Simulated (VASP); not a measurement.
Runs of VASP 6.6.1 on Co. Symmetry: P6_3/mmc, No. 194, hexagonal system. Conventional cell: a = 2.507 Å, b = 2.507 Å, c = 4.070 Å, α = 90.00°, β = 90.00°, γ = 120.00°. Co (site symmetry -6m2) has 12 Co at 2.50 to 2.51 Å within 3.3 Å. 

```tsv
task	level	spin	k mesh	gap on the mesh (eV)	pressure (GPa)	moment (μB)
single point	PBE	collinear, ferromagnetic start	15 × 15 × 8	none	(a)	(c)
electric field gradients	r2SCAN	collinear, ferromagnetic start	15 × 15 × 8	none	-8.9	(b)
electric field gradients	PBE	collinear, ferromagnetic start	14 × 14 × 8	none	-4.9	3.21
electric field gradients	PBE	collinear, antiferromagnetic start	15 × 15 × 8	none	-10.1	0.00
```

Alike in all rows: potentials or basis VASP PAW PBE potentials, release 64 (Co); cell as given; cutoff (eV) 520; smearing fermi-dirac 0.05 eV.

Estimate the missing entries.

(a) -4.5; (b) 3.51; (c) 3.27.

Caveats: the PAW data sets were made with another functional, which shifts forces and pressure a little (some runs).

A gap of «none» marks levels without a gap at the run's occupations.
